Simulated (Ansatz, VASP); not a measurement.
## One calculation of RbBr, two programs

```
Rb Br
1.0
     4.12793    0.00000    0.00000
     0.00000    4.12793    0.00000
     0.00000    0.00000    4.12793
Rb Br
1 1
Direct
  0.00000 0.00000 0.00000
  0.50000 0.50000 0.50000
```

Alike in both runs: task single point; functional r2SCAN; k mesh 4 × 4 × 4; no spin polarisation.

|  | VASP | Ansatz |
| --- | --- | --- |
| version | VASP 6.6.1 | Ansatz 0.2.0 |
| potentials or method | VASP PAW PBE potentials, release 64 (Rb_sv, Br) | plane waves |
| plane-wave cutoff (eV) | 520 | 500 |
| occupations | methfessel-paxton of order 1, width 0.2 eV | cold, width 0.2 eV |
| valence electrons in the cell | 16 | 16 |

Ansatz gave:

```
gap on the k mesh at the Fermi level (eV) : 4.82
pressure (GPa)                            : 0.0
```

Question: Estimate VASP's values.

Answer: gap on the k mesh at the Fermi level (eV): 4.83; pressure (GPa): 0.0.

VASP's potentials were made for PBE, not for r2SCAN.
